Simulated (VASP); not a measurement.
Input of a VASP 6.6.1 run:

INCAR

```
ALGO = Normal
EDIFF = 1E-6
ENCUT = 600
GGA = PE
GGA_COMPAT = False
ISIF = 2
ISMEAR = 0
LASPH = True
LCHARG = False
LREAL = False
LWAVE = False
NBANDS = 25
NELM = 120
PREC = Accurate
SIGMA = 0.15
```

File KPOINTS:

```
k-points
0
Gamma
  3 3 4
```

Contents of POSCAR:

```
ScAl2N3
1.0
    5.2346885968      0.0000000000      0.0000000000
   -2.6173442984      4.5333733057      0.0000000000
    0.0000000000      0.0000000000      2.6622259474
Sc Al N
1 2 3
Direct
    0.0000000000      0.0000000000      0.0000000000
    0.3333333333      0.6666666667      0.0000000000
    0.6666666667      0.3333333333      0.0000000000
    0.5000000000      0.0000000000      0.5000000000
    0.5000000000      0.5000000000      0.5000000000
    0.0000000000      0.5000000000      0.5000000000
```

Potentials or basis: VASP PAW PBE potentials, release 64 (Sc_sv, Al, N).

The run is started by

```console
$ cat potpaw_PBE.64/Sc_sv/POTCAR potpaw_PBE.64/Al/POTCAR potpaw_PBE.64/N/POTCAR > POTCAR
$ mpirun -np 1 vasp_std > vasp.out
```

Question: Estimate the band gap on the k mesh.

Answer: Zero (band 16 reaches 8.63 eV, above the bottom of band 17 at 7.81 eV).

Question: Estimate the pressure.

Answer: -0.4 GPa.

Stress tensor (GPa, compression positive):
```
-0.12  0.00  0.00
 0.00 -0.12  0.00
 0.00  0.00 -1.05
```

Caveat: the k points lie up to 0.59 Å⁻¹ apart.
